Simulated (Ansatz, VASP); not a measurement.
# Two plane-wave programs on Te2Mo

Contents of INCAR:

```
PREC = Accurate ; ENCUT = 520
EDIFF = 1E-6 ; ISMEAR = 0
SIGMA = 0.1 ; LREAL = F
LASPH = T ; NELM = 100
ALGO = Normal ; ISIF = 2
LWAVE = F ; LCHARG = T
LELF = T ; LVHAR = T
NBANDS = 35
```

KPOINTS

```
regular mesh
0
Gamma
  1 2 1
```

Contents of POSCAR:

```
Te2Mo
1.0
    6.4143704427     -0.0186196383     -0.0358583084
   -0.0101867069      3.5084654527     -0.0070031604
   -0.2903639945     -0.0725410642     36.3603977472
Te Mo
4 2
Direct
    0.0670931569      0.7479765908      0.4422447393
    0.9271031869      0.2538941248      0.5568765676
    0.5694957808      0.2409766332      0.4587659540
    0.4205919255      0.7642716440      0.5399472164
    0.8225949430      0.7498917581      0.5019147383
    0.1747521581      0.2741959830      0.4976890355
```

Input for Ansatz:

```yaml
crystal:
  lattice:
    - [6.4143704427, -0.0186196383, -0.0358583084]
    - [-0.0101867069, 3.5084654527, -0.0070031604]
    - [-0.2903639945, -0.0725410642, 36.3603977472]
  atoms:
    - { symbol: Te, position: [0.0670931569, 0.7479765908, 0.4422447393] }
    - { symbol: Te, position: [0.9271031869, 0.2538941248, 0.5568765676] }
    - { symbol: Te, position: [0.5694957808, 0.2409766332, 0.458765954] }
    - { symbol: Te, position: [0.4205919255, 0.764271644, 0.5399472164] }
    - { symbol: Mo, position: [0.822594943, 0.7498917581, 0.5019147383] }
    - { symbol: Mo, position: [0.1747521581, 0.274195983, 0.4976890355] }
basis:
  ecutwfc: 420
kpoints:
  mp_grid: { grid: [1, 2, 1] }
hamiltonian:
  xc: lda
scf:
  occupations: { method: gaussian, width: 0.1 }
output:
  forces: true
  stress: true
  eigenvalues: true
```

Change from the starting cell: kmesh displaced: [1, 2, 1] Gamma-centred.

Alike in both runs: task single point; functional LDA; k mesh 1 × 2 × 1; occupations gaussian, width 0.1 eV; no spin polarisation.

|  | VASP | Ansatz |
| --- | --- | --- |
| version | VASP 6.6.1 | Ansatz 0.2.0 |
| potentials or method | VASP PAW LDA potentials, release 64 (Te, Mo_sv), cutoff 520 eV | scalar-relativistic, plane waves, PAW |
| valence electrons in the cell | 52 | 92 |

```tsv
	VASP	Ansatz	Ansatz less VASP
gap on the k mesh at the Fermi level (eV)	0.64	0.65	+0.007
least direct gap on the mesh (eV)	0.64	0.65	+0.007
rms of the force components (eV/Å)	0.642	0.646	+0.0043
```

LDA's correlation is that of Perdew and Zunger in VASP and of Perdew and Wang (1992) in Ansatz. Atom by atom the forces differ by 0.022 eV/Å (rms over components). VASP's potentials hold 52 valence electrons a cell and Ansatz's 92, so a difference there can come from the potentials and not from the codes.

The k mesh is coarse, so the values compare programs but aren't converged. Neither program's run includes spin-orbit coupling.
